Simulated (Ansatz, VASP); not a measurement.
TaN: VASP beside Ansatz

```xyz
4
Lattice="3.0480 -0.0152 -0.0152 -1.5372 2.6473 -0.0056 -0.0246 -0.0246 4.9180" Properties=species:S:1:pos:R:3 pbc="T T T"
Ta    0.0000    0.0000    0.0000
Ta   -0.0123   -0.0123    2.4590
N    -0.0149    1.7536    1.2207
N     1.5012    0.8538    3.6765
```

Change from the starting cell: equal xy, yz and zx shear strains of -1 %.

Alike in both runs: task single point; functional PBE; k mesh 9 × 9 × 5; occupations fermi-dirac, width 0.01 eV; no spin polarisation.

|  | VASP | Ansatz |
| --- | --- | --- |
| version | VASP 6.6.1 | Ansatz 0.2.0 |
| potentials or method | VASP PAW PBE potentials, release 64 (Ta_pv, N), cutoff 520 eV | all-electron LAPW, scalar-relativistic |

|  | VASP | Ansatz | Ansatz less VASP |
| --- | --- | --- | --- |
| pressure (GPa) | 61.2 | 59.2 | -1.91 |
| traceless stress, the component that is largest in VASP (GPa) | 57.16 | 56.53 | -0.631 |
| rms of the force components (eV/Å) | 0.092 | 0.090 | -0.0016 |

Atom by atom the forces differ by 0.002 eV/Å (rms over components). Both programs put the cell under a high pressure, so it lies far from rest at this level. Ansatz ran all-electron here, and VASP with PAW potentials.

Spin-orbit coupling is off throughout. Noted on VASP's run: the cell as given lies far from equilibrium.
